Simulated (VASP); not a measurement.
# InSb (F-43m) in VASP: a series of runs

Runs on InSb. Level: r2SCAN. Tasks: single point.

Program: VASP 6.6.1. These are calculated values, not measurements. Logs are shortened: lines on timing, memory, paths and dates and some standing lists are left out, and cuts for length are marked.

**Measured values to compare with.**

“Electronic Structure and Epitaxy of CdTe Shells on InSb Nanowires”, 2021, arxiv:2111.05126 quotes, for a bulk crystal of InSb: band gap 0.24 eV.

The runs below are set against these values where they give the same quantity.

## Step 1: The cell of the first run

The structure is cubic, space group F-43m (No. 216). The conventional cell has a = 6.478 Å, b = 6.478 Å, c = 6.478 Å, α = 90.00°, β = 90.00°, γ = 90.00°. Within 3.7 Å of In (site symmetry -43m) lie 4 Sb at 2.81 Å. Within 3.7 Å of Sb (site symmetry -43m) lie 4 In at 2.81 Å.

## Step 2: Single point, r2SCAN

POSCAR

```
InSb
1.0
    0.0000000000      3.2391000000      3.2391000000
    3.2391000000      0.0000000000      3.2391000000
    3.2391000000      3.2391000000      0.0000000000
In Sb
1 1
Direct
    0.0000000000      0.0000000000      0.0000000000
    0.7500000000      0.7500000000      0.7500000000
```

INCAR.step1

```
SYSTEM = InSb
ALGO     = Normal         ! electronic algorithm
EDIFF    = 1E-4           ! SCF threshold, eV
ENCUT    = 520            ! plane-wave cutoff, eV
GGA      = PE             ! functional
ISMEAR   = 0              ! smearing method
LASPH    = .True.         ! aspherical terms in the spheres
LCHARG   = .False.        ! write CHGCAR
LREAL    = .False.        ! projectors in reciprocal space
LWAVE    = .True.         ! write WAVECAR
NBANDS   = 16             ! bands
NELM     = 80             ! most SCF steps
PREC     = Accurate       ! precision mode
SIGMA    = 0.03           ! smearing width, eV
```

INCAR.step2

```
SYSTEM = InSb
ALGO     = Normal         ! electronic algorithm
EDIFF    = 1E-7           ! SCF threshold, eV
ENCUT    = 520            ! plane-wave cutoff, eV
ISIF     = 2              ! what is computed and relaxed
ISMEAR   = 0              ! smearing method
ISTART   = 1            
LASPH    = .True.         ! aspherical terms in the spheres
LCHARG   = .False.        ! write CHGCAR
LMIXTAU  = .True.       
LREAL    = .False.        ! projectors in reciprocal space
LWAVE    = .False.        ! write WAVECAR
METAGGA  = R2SCAN         ! meta-GGA
NBANDS   = 16             ! bands
NELM     = 80             ! most SCF steps
PREC     = Accurate       ! precision mode
SIGMA    = 0.03           ! smearing width, eV
```

KPOINTS

```
k-points
0
Gamma
  10 10 10
  0 0 0
```

Potentials or basis: VASP PAW PBE potentials, release 64 (In_d, Sb).

Started as:

```bash
$ cat potpaw_PBE.64/In_d/POTCAR potpaw_PBE.64/Sb/POTCAR > POTCAR
$ cp INCAR.step1 INCAR
$ mpirun -np 1 vasp_std > vasp.out
$ cp INCAR.step2 INCAR
$ mpirun -np 1 vasp_std > vasp.out
```

OUTCAR:

```text
SYSTEM = InSb
   EDIFF = 1E-7
   ENCUT = 520
   ISIF = 2
   ISMEAR = 0
   ISTART = 1
   LASPH = .True.
   LREAL = .False.
   METAGGA = R2SCAN
   NELM = 80
   PREC = Accurate

 ion  position               nearest neighbor table
   1  0.000  0.000  0.000-   2 2.81   2 2.81   2 2.81   2 2.81
   2  0.750  0.750  0.750-   1 2.81   1 2.81   1 2.81   1 2.81

  LATTYP: Found a face centered cubic cell.
 ALAT       =     6.4782000000

  Lattice vectors:

 A1 = (   0.0000000000,   3.2391000000,   3.2391000000)
 A2 = (   3.2391000000,   0.0000000000,   3.2391000000)
 A3 = (   3.2391000000,   3.2391000000,   0.0000000000)

Analysis of symmetry for initial positions (statically):
=====================================================================
 Subroutine PRICEL returns:
 Original cell was already a primitive cell.

 Routine SETGRP: Setting up the symmetry group for a
 face centered cubic supercell.

 Subroutine GETGRP returns: Found 24 space group operations
 (whereof 24 operations were pure point group operations)
 out of a pool of 48 trial point group operations.

The static configuration has the point symmetry T_d .

Analysis of symmetry for dynamics (positions and initial velocities):
=====================================================================
 Subroutine PRICEL returns:
 Original cell was already a primitive cell.

 Routine SETGRP: Setting up the symmetry group for a
 face centered cubic supercell.

 Subroutine GETGRP returns: Found 24 space group operations
 (whereof 24 operations were pure point group operations)
 out of a pool of 48 trial point group operations.

The dynamic configuration has the point symmetry T_d .

 Subroutine INISYM returns: Found 24 space group operations
 (whereof 24 operations are pure point group operations),
 and found     1 'primitive' translations

----------------------------------------------------------------------------------------

                                     Primitive cell

  volume of cell :      67.9678

  direct lattice vectors                    reciprocal lattice vectors
     0.000000000  3.239100000  3.239100000    -0.154363867  0.154363867  0.154363867
     3.239100000  0.000000000  3.239100000     0.154363867 -0.154363867  0.154363867
     3.239100000  3.239100000  0.000000000     0.154363867  0.154363867 -0.154363867

  length of vectors
     4.580779150  4.580779150  4.580779150     0.267366060  0.267366060  0.267366060

[... 80 lines left out ...]
   EDIFF  = 0.1E-06   stopping-criterion for ELM
   LREAL  =      F    real-space projection
   EDIFFG = 0.1E-05   stopping-criterion for IOM
   NSW    =      0    number of steps for IOM
   IBRION =     -1    ionic relax: 0-MD 1-quasi-New 2-CG
   NFREE  =      0    steps in history (QN), initial steepest desc. (CG)
   ISIF   =      2    stress and relaxation
   ISYM   =      2    0-nonsym 1-usesym 2-fastsym
   POTIM  = 0.5000    time-step for ionic-motion
   TEBEG  =    0.0;   TEEND  =   0.0 temperature during run
   PSTRESS=    0.0 pullay stress
   NELECT =      18.0000    total number of electrons
   NUPDOWN=      -1.0000    fix difference up-down
   EMIN   =  10.00;   EMAX   =-10.00  energy-range for DOS
   EFERMI =   0.00;   METHOD = LEGACY
   ISMEAR =     0;   SIGMA  =   0.03  broadening in eV -4-tet -1-fermi 0-gaus
   EFERMI_NEDOS =   21; number of points for ismear=-14 and -15
   IALGO  =     38    algorithm
   IMIX   =      4    mixing-type and parameters
     AMIX     =   0.40;   BMIX     =  1.00
     AMIX_MAG =   1.60;   BMIX_MAG =  1.00
  volume/ion in A,a.u.               =      33.98       229.33
  Fermi-wavevector in a.u.,A,eV,Ry     =   1.051311  1.986690 15.037912  1.105255
  Thomas-Fermi vector in A             =   2.186349
   LORBIT       =      0    0 simple, 1 ext, 2 COOP (PROOUT), +10 PAW based schemes
   METAGGA = R2SCAN    functional components
   LHFCALC =     F    Hartree Fock is set to
   AEXX    =    0.0000 exact exchange contribution
   IVDW    =     0    specifies the selected vdW correction
   LEPSILON=     F    determine dielectric tensor
   LRPA    =     F    only Hartree local field effects (RPA)
 non-spin polarized calculation
 Gauss-broadening in eV      SIGMA  =   0.03
  energy-cutoff  :      520.00
  volume of cell :       67.97
 maximum number of plane-waves:      1853
 NGX is ok and might be reduce to    36
   NGX = 17   NGY = 17   NGZ = 17

 number of electron      17.9999993 magnetization

 Free energy of the ion-electron system (eV)
  ---------------------------------------------------
  ext. energy  EPLUGINS =         0.00000000
  ---------------------------------------------------
  free energy    TOTEN  =       -48.75457525 eV

  energy without entropy =      -48.75457525  energy(sigma->0) =      -48.75457525

 E-fermi :   5.0519     XC(G=0):  -9.2447

 val. band max:        4.9264882757   @ k =   0.0000   0.0000   0.0000
 cond. band min:       5.1677412894   @ k =   0.0000   0.0000   0.0000
 fundamental gap:      0.2412530137
 Fermi energy:         5.0519203006

 k-point     1 :       0.0000    0.0000    0.0000
  band No.  band energies     occupation
      1     -10.1702      2.00000
      2     -10.1702      2.00000
      3     -10.1702      2.00000
      4     -10.0680      2.00000
      5     -10.0680      2.00000
      6      -6.1984      2.00000
[... 433 lines left out ...]
      3     -10.1327      2.00000
      4     -10.0826      2.00000
      5     -10.0605      2.00000
      6      -4.7478      2.00000
[... 8 lines left out ...]
     15      15.0542      0.00000
     16      15.5926      0.00000

 [... further k-points ...]

------------------------ aborting loop because EDIFF is reached ----------------------------------------

  FORCE on cell =-STRESS in cart. coord.  units (eV):
  Direction    XX          YY          ZZ          XY          YZ          ZX
  --------------------------------------------------------------------------------------
  -------------------------------------------------------------------------------------
  Total        0.7203988      0.7203988      0.7203988      0.0000000     -0.0000000      0.0000000
  in kB       16.9816740     16.9816740     16.9816740      0.0000000     -0.0000000      0.0000000
  external PRESSURE =      16.9816740 kB  Pullay stress =       0.0000000 kB

 VOLUME and BASIS-vectors are now :
 -----------------------------------------------------------------------------
  energy-cutoff  :      520.00
  volume of cell :       67.97
      direct lattice vectors                 reciprocal lattice vectors
     0.000000000  3.239100000  3.239100000    -0.154363867  0.154363867  0.154363867
     3.239100000  0.000000000  3.239100000     0.154363867 -0.154363867  0.154363867
     3.239100000  3.239100000  0.000000000     0.154363867  0.154363867 -0.154363867

 POSITION                                       TOTAL-FORCE (eV/Angst)
 -----------------------------------------------------------------------------------
      0.00000      0.00000      0.00000         0.000000      0.000000      0.000000
      4.85865      4.85865      4.85865        -0.000000     -0.000000     -0.000000
 -----------------------------------------------------------------------------------
    total drift:                                0.000002      0.000002      0.000002

  FREE ENERGIE OF THE ION-ELECTRON SYSTEM (eV)
  ---------------------------------------------------
  free  energy   TOTEN  =       -48.7545752538 eV

  energy  without entropy=      -48.7545752538  energy(sigma->0) =      -48.75457525
```

OUTCAR.step1:

```text
SYSTEM = InSb
   EDIFF = 1E-4
   ENCUT = 520
   GGA = PE
   ISMEAR = 0
   LASPH = .True.
   LREAL = .False.
[... 677 lines left out ...]
      0.00000      0.00000      0.00000        -0.000000     -0.000000     -0.000000
      4.85865      4.85865      4.85865         0.000000      0.000000      0.000000
 -----------------------------------------------------------------------------------
    total drift:                                0.000000      0.000000      0.000000

  FREE ENERGIE OF THE ION-ELECTRON SYSTEM (eV)
  ---------------------------------------------------
  free  energy   TOTEN  =        -6.9057374928 eV

  energy  without entropy=       -6.9056912141  energy(sigma->0) =       -6.90571435
```

Run time: 1.9 min. Hardware: 1 thread of Intel Xeon 6975P-C (Granite Rapids), shared host; peak memory 0.24 GiB.

What came out:

```yaml
Free_energy: -48.7546 eV
Pressure: 1.7 GPa
Band_gap_on_the_k_mesh: 0.24 eV, direct
```

Caveat: the PAW data sets were made with another functional, which shifts forces and pressure a little; spin-orbit coupling is left out, which moves the levels of the heavy elements.

## Step 3: Single point, r2SCAN

POSCAR is that of step 2.

INCAR.step1

```
  PREC = Accurate
  ENCUT = 520
  ISMEAR = 0
  SIGMA = 0.03
  LREAL = False
  LASPH = True
  NELM = 60
  NBANDS = 16
  GGA = PE
  ALGO = Normal
  EDIFF = 1E-4
  LWAVE = True
  LCHARG = False
```

INCAR.step2

```
  PREC = Accurate
  ENCUT = 520
  EDIFF = 1E-6
  ISMEAR = 0
  SIGMA = 0.03
  LREAL = False
  LASPH = True
  NELM = 60
  ALGO = Normal
  ISIF = 2
  LWAVE = False
  LCHARG = True
  METAGGA = R2SCAN
  LMIXTAU = True
  LELF = True
  LVHAR = True
  NBANDS = 16
  ISTART = 1
```

KPOINTS

```
regular mesh
0
Gamma
  10 10 10
```

Potentials or basis: VASP PAW PBE potentials, release 64 (In_d, Sb).

Started as:

```bash
$ cat potpaw_PBE.64/In_d/POTCAR potpaw_PBE.64/Sb/POTCAR > POTCAR
$ cp INCAR.step1 INCAR
$ mpirun -np 1 vasp_std > vasp.out
$ cp INCAR.step2 INCAR
$ mpirun -np 1 vasp_std > vasp.out
```

Run time: 5.2 min. Hardware: 1 thread of Intel Xeon 6975P-C, shared host; peak memory 0.25 GiB.

It converged, with:

```yaml
Free_energy: -48.7546 eV
Pressure: 1.7 GPa
Band_gap_on_the_k_mesh: 0.24 eV, direct
```

Levels at points of the mesh, in eV from the valence-band top:
| k point | band 7 | band 8 | band 9 | band 10 | band 11 | band 12 |
| --- | --- | --- | --- | --- | --- | --- |
| (0.00, 0.00, 0.00) | 0.00 | 0.00 | 0.00 | 0.24 | 3.22 | 3.22 |
| (0.50, 0.00, 0.00) | -5.78 | -1.05 | -1.05 | 0.84 | 4.10 | 4.10 |
| (0.50, 0.50, 0.00) | -6.07 | -2.36 | -2.36 | 1.55 | 1.57 | 8.74 |

Caveat: the PAW data sets were made with another functional, which shifts forces and pressure a little; spin-orbit coupling is left out, which moves the levels of the heavy elements.

## Step 4: Against experiment

Step 2. A measured gap of InSb is 0.24 eV (quoted in “Electronic Structure and Epitaxy of CdTe Shells on InSb Nanowires”, 2021, arxiv:2111.05126); the calculated 0.24 eV misses it by 0.00 eV. Spin-orbit coupling on In, Sb is left out. The value is that of r2SCAN, without temperature or zero-point motion.

Step 3. A measured gap of InSb is 0.24 eV (quoted in “Electronic Structure and Epitaxy of CdTe Shells on InSb Nanowires”, 2021, arxiv:2111.05126); the calculated 0.24 eV misses it by 0.00 eV. Spin-orbit coupling on In, Sb is left out. The value is that of r2SCAN, without temperature or zero-point motion.
